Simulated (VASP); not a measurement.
# Al (Fm-3m) in VASP: notebook

Al is run at these levels: PBEsol; tasks: single point, relaxation of cell and atoms.

All numbers are computed with VASP 6.6.1; they aren't measurements. Logs are shortened: lines on timing, memory, paths and dates and some standing lists are left out, and cuts for length are marked.

## 1. The cell of the first run

Symmetry: Fm-3m, No. 225, cubic system. Conventional cell: a = 4.019 Å, b = 4.019 Å, c = 4.019 Å, α = 90.00°, β = 90.00°, γ = 90.00°. Al (site symmetry m-3m) has 12 Al at 2.84 Å within 3.7 Å.

## 2. Single point, PBEsol

Contents of INCAR:

```
SYSTEM = Al
  ALGO = Normal
  EDIFF = 1E-6
  ENCUT = 500
  GGA = PS
  GGA_COMPAT = .False.
  ISIF = 2
  ISMEAR = -1
  LASPH = .True.
  LCHARG = .True.
  LELF = .True.
  LREAL = .False.
  LVHAR = .True.
  LWAVE = .False.
  NBANDS = 8
  NELM = 120
  PREC = Accurate
  SIGMA = 0.1
```

Contents of KPOINTS:

```
k-points
0
Gamma
  9 9 9
  0 0 0
```

Contents of POSCAR:

```
Al
1.0
    2.8419360227      0.0000000000      0.0000000000
    1.4209680114      2.4611887916      0.0000000000
    1.4209680114      0.8203962639      2.3204310458
Al
1
Direct
    0.0000000000      0.0000000000      0.0000000000
```

Potentials or basis: VASP PAW PBE potentials, release 64 (Al).

Launch:

```bash
cat potpaw_PBE.64/Al/POTCAR > POTCAR
mpirun -np 1 vasp_std > vasp.out
```

OUTCAR:

```text
SYSTEM = Al
   EDIFF = 1E-6
   ENCUT = 500
   GGA = PS
   ISIF = 2
   ISMEAR = -1
   LASPH = .True.
   LREAL = .False.
   NELM = 120
   PREC = Accurate

 ion  position               nearest neighbor table
   1  0.000  0.000  0.000-

  LATTYP: Found a face centered cubic cell.
 ALAT       =     4.0191044667

  Lattice vectors:

 A1 = (   2.8419360227,   0.0000000000,   0.0000000000)
 A2 = (   1.4209680114,   2.4611887916,   0.0000000000)
 A3 = (   1.4209680114,   0.8203962639,   2.3204310458)

Analysis of symmetry for initial positions (statically):
=====================================================================
 Subroutine PRICEL returns:
 Original cell was already a primitive cell.

 Routine SETGRP: Setting up the symmetry group for a
 face centered cubic supercell.

 Subroutine GETGRP returns: Found 48 space group operations
 (whereof 48 operations were pure point group operations)
 out of a pool of 48 trial point group operations.

The static configuration has the point symmetry O_h .

Analysis of symmetry for dynamics (positions and initial velocities):
=====================================================================
 Subroutine PRICEL returns:
 Original cell was already a primitive cell.

 Routine SETGRP: Setting up the symmetry group for a
 face centered cubic supercell.

 Subroutine GETGRP returns: Found 48 space group operations
 (whereof 48 operations were pure point group operations)
 out of a pool of 48 trial point group operations.

The dynamic configuration has the point symmetry O_h .

 Subroutine INISYM returns: Found 48 space group operations
 (whereof 48 operations are pure point group operations),
 and found     1 'primitive' translations

----------------------------------------------------------------------------------------

                                     Primitive cell

  volume of cell :      16.2304

  direct lattice vectors                    reciprocal lattice vectors
     2.841936023  0.000000000  0.000000000     0.351872805 -0.203153859 -0.143651471
     1.420968011  2.461188792  0.000000000     0.000000000  0.406307717 -0.143651471
     1.420968011  0.820396264  2.320431046     0.000000000  0.000000000  0.430954413

  length of vectors
     2.841936023  2.841936023  2.841936023     0.430954413  0.430954413  0.430954413

  position of ions in fractional coordinates (direct lattice)
     0.000000000  0.000000000  0.000000000

  ion indices of the primitive-cell ions
   primitive index   ion index
                 1           1

----------------------------------------------------------------------------------------

 KPOINTS: k-points

Automatic generation of k-mesh.
 Grid dimensions read from file:
 generate k-points for:    9    9    9

 Generating k-lattice:

  Cartesian coordinates                     Fractional coordinates (reciprocal lattice)
     0.039096978 -0.022572651 -0.015961275     0.111111111 -0.000000000  0.000000000
     0.000000000  0.045145302 -0.015961275     0.000000000  0.111111111  0.000000000
     0.000000000  0.000000000  0.047883824     0.000000000  0.000000000  0.111111111

  Length of vectors
     0.047883824  0.047883824  0.047883824

  Shift w.r.t. Gamma in fractional coordinates (k-lattice)
     0.000000000  0.000000000  0.000000000

 Subroutine IBZKPT returns following result:
 ===========================================

 Found     35 irreducible k-points:

 Following reciprocal coordinates:
            Coordinates               Weight
  0.000000  0.000000  0.000000      1.000000
  0.111111 -0.000000 -0.000000      8.000000
  0.222222 -0.000000 -0.000000      8.000000
  0.333333 -0.000000 -0.000000      8.000000
  0.444444 -0.000000 -0.000000      8.000000
  0.111111  0.111111 -0.000000      6.000000
[... 16 lines left out ...]
 -0.333333  0.333333  0.000000     12.000000
  0.444444  0.444444 -0.000000      6.000000
 [... further k-points ...]
   k-points           NKPTS =     35   k-points in BZ     NKDIM =     35   number of bands    NBANDS=      8
   number of dos      NEDOS =    301   number of ions     NIONS =      1
   total plane-waves  NPLWV =  13824
   dimension x,y,z NGX =    24 NGY =   24 NGZ =   24
   dimension x,y,z NGXF=    48 NGYF=   48 NGZF=   48
   ions per type =               1
   NGX,Y,Z   is equivalent  to a cutoff of  14.04, 14.04, 14.04 a.u.
   NGXF,Y,Z  is equivalent  to a cutoff of  28.08, 28.08, 28.08 a.u.
 SYSTEM =  Al
   PREC   = accura    normal or accurate (medium, high low for compatibility)
   ISTART =      0    job   : 0-new  1-cont  2-samecut
   ICHARG =      2    charge: 1-file 2-atom 10-const
   ISPIN  =      1    spin polarized calculation?
   LNONCOLLINEAR =      F non collinear calculations
   LSORBIT =      F    spin-orbit coupling
   LASPH  =      T    aspherical Exc in radial PAW
   ENCUT  =  500.0 eV  36.75 Ry    6.06 a.u.   5.18  5.18  5.18*2*pi/ulx,y,z
   NELM   =    120;   NELMIN=  2; NELMDL= -5     # of ELM steps
   EDIFF  = 0.1E-05   stopping-criterion for ELM
   LREAL  =      F    real-space projection
   EDIFFG = 0.1E-04   stopping-criterion for IOM
   NSW    =      0    number of steps for IOM
   IBRION =     -1    ionic relax: 0-MD 1-quasi-New 2-CG
   NFREE  =      0    steps in history (QN), initial steepest desc. (CG)
   ISIF   =      2    stress and relaxation
   ISYM   =      2    0-nonsym 1-usesym 2-fastsym
   POTIM  = 0.5000    time-step for ionic-motion
   TEBEG  =    0.0;   TEEND  =   0.0 temperature during run
   PSTRESS=    0.0 pullay stress
   NELECT =       3.0000    total number of electrons
   NUPDOWN=      -1.0000    fix difference up-down
   EMIN   =  10.00;   EMAX   =-10.00  energy-range for DOS
   EFERMI =   0.00;   METHOD = LEGACY
   ISMEAR =    -1;   SIGMA  =   0.10  broadening in eV -4-tet -1-fermi 0-gaus
   EFERMI_NEDOS =   21; number of points for ismear=-14 and -15
   IALGO  =     38    algorithm
   IMIX   =      4    mixing-type and parameters
     AMIX     =   0.40;   BMIX     =  1.00
     AMIX_MAG =   1.60;   BMIX_MAG =  1.00
  volume/ion in A,a.u.               =      16.23       109.53
  Fermi-wavevector in a.u.,A,eV,Ry     =   0.932551  1.762266 11.832327  0.869651
  Thomas-Fermi vector in A             =   2.059161
   LORBIT       =      0    0 simple, 1 ext, 2 COOP (PROOUT), +10 PAW based schemes
   GGA     = PS    functional components
   LHFCALC =     F    Hartree Fock is set to
   AEXX    =    0.0000 exact exchange contribution
   IVDW    =     0    specifies the selected vdW correction
   LEPSILON=     F    determine dielectric tensor
   LRPA    =     F    only Hartree local field effects (RPA)
 non-spin polarized calculation
  energy-cutoff  :      500.00
  volume of cell :       16.23
 maximum number of plane-waves:       424
 NGX is ok and might be reduce to    24
   NGX = 11   NGY = 11   NGZ = 11

 number of electron       3.0000000 magnetization

 Free energy of the ion-electron system (eV)
  ---------------------------------------------------
  ext. energy  EPLUGINS =         0.00000000
  ---------------------------------------------------
  free energy    TOTEN  =        -4.07101469 eV

  energy without entropy =       -4.05289739  energy(sigma->0) =       -4.06195604

 E-fermi :   8.0976     XC(G=0): -10.3167

 val. band max:        7.9842428499   @ k =   0.4444   0.4444  -0.0000
 cond. band min:       8.1228974039   @ k =  -0.4444   0.3333   0.1111
 fundamental gap:      0.1386545540
 Fermi energy:         8.0975885754

 k-point     1 :       0.0000    0.0000    0.0000
  band No.  band energies     occupation
      1      -3.1212      2.00000
      2      20.8096      0.00000
      3      20.8096      0.00000
      4      20.8096      0.00000
      5      22.4262      0.00000
      6      22.4262      0.00000
      7      22.4262      0.00000
      8      24.7285      0.00000

 k-point     2 :       0.1111   -0.0000   -0.0000
  band No.  band energies     occupation
      1      -2.7822      2.00000
      2      17.0723      0.00000
      3      20.0129      0.00000
      4      20.0129      0.00000
      5      23.0329      0.00000
      6      23.7252      0.00000
      7      23.7252      0.00000
      8      26.1582      0.00000

 k-point     3 :       0.2222   -0.0000   -0.0000
  band No.  band energies     occupation
      1      -1.7704      2.00000
      2      12.6401      0.00000
      3      19.2453      0.00000
      4      19.2453      0.00000
      5      22.6890      0.00000
      6      23.5198      0.00000
      7      23.5198      0.00000
      8      26.4829      0.00000

 k-point     4 :       0.3333   -0.0000   -0.0000
  band No.  band energies     occupation
      1      -0.1003      2.00000
      2       8.6214      0.01057
      3      18.9931      0.00000
      4      18.9931      0.00000
      5      21.6032      0.00000
      6      21.6032      0.00000
      7      22.5967      0.00000
      8      25.6308      0.00000

 k-point     5 :       0.4444   -0.0000   -0.0000
  band No.  band energies     occupation
      1       2.2036      2.00000
      2       5.1326      2.00000
      3      19.2977      0.00000
      4      19.2977      0.00000
      5      20.1716      0.00000
      6      20.1716      0.00000
      7      23.0239      0.00000
      8      24.0801      0.00000
[... 177 lines left out ...]
 k-point    22 :      -0.4444    0.3333    0.0000
  band No.  band energies     occupation
      1       4.7351      2.00000
      2       7.6085      1.98508
      3       8.9084      0.00060
      4      14.6534      0.00000
      5      16.2610      0.00000
      6      23.0413      0.00000
      7      29.3314      0.00000
      8      31.6411      0.00000

 k-point    23 :      -0.3333    0.3333    0.0000
  band No.  band energies     occupation
      1       4.7803      2.00000
      2       7.0250      1.99996
      3       8.5371      0.02438
      4      15.5230      0.00000
      5      17.2981      0.00000
      6      26.9891      0.00000
      7      28.5346      0.00000
      8      28.5708      0.00000

 k-point    24 :       0.4444    0.4444   -0.0000
  band No.  band energies     occupation
      1       3.8853      2.00000
      2       7.9842      1.51295
      3      13.4915      0.00000
      4      13.8824      0.00000
      5      13.8824      0.00000
      6      17.4359      0.00000
      7      33.2842      0.00000
      8      34.8729      0.00000

 [... further k-points ...]
[... 5 lines left out ...]
  --------------------------------------------------------------------------------------
  -------------------------------------------------------------------------------------
  Total        0.0058488      0.0058488      0.0058488      0.0000000      0.0000000      0.0000000
  in kB        0.5773600      0.5773600      0.5773600      0.0000000      0.0000000      0.0000000
  external PRESSURE =       0.5773600 kB  Pullay stress =       0.0000000 kB

 VOLUME and BASIS-vectors are now :
 -----------------------------------------------------------------------------
  energy-cutoff  :      500.00
  volume of cell :       16.23
      direct lattice vectors                 reciprocal lattice vectors
     2.841936023  0.000000000  0.000000000     0.351872805 -0.203153859 -0.143651471
     1.420968011  2.461188792  0.000000000     0.000000000  0.406307717 -0.143651471
     1.420968011  0.820396264  2.320431046     0.000000000  0.000000000  0.430954413

 POSITION                                       TOTAL-FORCE (eV/Angst)
 -----------------------------------------------------------------------------------
      0.00000      0.00000      0.00000         0.000000      0.000000      0.000000
 -----------------------------------------------------------------------------------
    total drift:                                0.000000     -0.000000     -0.000000

  FREE ENERGIE OF THE ION-ELECTRON SYSTEM (eV)
  ---------------------------------------------------
  free  energy   TOTEN  =        -4.0710146907 eV

  energy  without entropy=       -4.0528973895  energy(sigma->0) =       -4.06195604
```

Run time: 2.2 s. Hardware: 1 thread of Intel Xeon 6975P-C (Granite Rapids), shared host; peak memory 0.13 GiB.

Results:

```yaml
Free_energy: -4.0710 eV
Pressure: 0.1 GPa
```

Caveat: the PAW data sets were made with another functional, which shifts forces and pressure a little.

(Continued in part 2 of 2.)
